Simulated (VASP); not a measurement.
Wanted: the native input for a VASP 6.6.1 run.

```
Task                   : single point
Functional             : r2SCAN
Potentials or basis    : VASP PAW PBE potentials, release 64 (Se, Ga_d)
Cutoff                 : 520 eV
k mesh                 : 6 × 6 × 6
Occupations            : fermi-dirac, width 0.05 eV
Spin                   : no spin polarisation
Dipole correction      : no
Further INCAR settings : ALGO = Normal; EDIFF = 1e-07; NBANDS = 30
```

The system is Ga3Se.

```xyz
4
Lattice="4.3726 0.0000 0.0000 0.0000 4.3726 0.0000 0.0000 0.0000 4.3726" Properties=species:S:1:pos:R:3 pbc="T T T"
Se    0.0000    0.0000    0.0000
Ga    2.1863    2.1863    0.0000
Ga    2.1863    0.0000    2.1863
Ga    0.0000    2.1863    2.1863
```

These files were run (other wordings do the same):

POSCAR

```
Ga3Se
1.0
    4.3725594808      0.0000000000      0.0000000000
    0.0000000000      4.3725594808      0.0000000000
    0.0000000000      0.0000000000      4.3725594808
Se Ga
1 3
Direct
    0.0000000000      0.0000000000      0.0000000000
    0.5000000000      0.5000000000      0.0000000000
    0.5000000000      0.0000000000      0.5000000000
    0.0000000000      0.5000000000      0.5000000000
```

INCAR.step1

```
SYSTEM = Ga3Se
PREC = Accurate
ENCUT = 520
ISMEAR = -1
SIGMA = 0.05
LREAL = .FALSE.
LASPH = .TRUE.
NELM = 60
NBANDS = 30
GGA = PE
ALGO = Normal
EDIFF = 1E-4
LWAVE = .TRUE.
LCHARG = .FALSE.
```

INCAR.step2

```
SYSTEM = Ga3Se
PREC = Accurate
ENCUT = 520
EDIFF = 1E-7
ISMEAR = -1
SIGMA = 0.05
LREAL = .FALSE.
LASPH = .TRUE.
NELM = 60
ALGO = Normal
ISIF = 2
LWAVE = .FALSE.
LCHARG = .FALSE.
METAGGA = R2SCAN
LMIXTAU = .TRUE.
NBANDS = 30
ISTART = 1
```

KPOINTS

```
Automatic mesh
0
G
  6 6 6
  0 0 0
```

Potentials or basis: VASP PAW PBE potentials, release 64 (Se, Ga_d).

Launch:

```sh
$ cat potpaw_PBE.64/Se/POTCAR potpaw_PBE.64/Ga_d/POTCAR > POTCAR
$ cp INCAR.step1 INCAR
$ mpirun -np 1 vasp_std > vasp.out
$ cp INCAR.step2 INCAR
$ mpirun -np 1 vasp_std > vasp.out
```

Results of the run:

```
Pressure : -0.1 GPa
```

Caveat: the PAW data sets were made with another functional, which shifts forces and pressure a little.

Run time: 85 s on 1 thread of Intel(R) Xeon(R) 6975P-C (Granite Rapids) (shared host), peak memory 0.23 GiB.
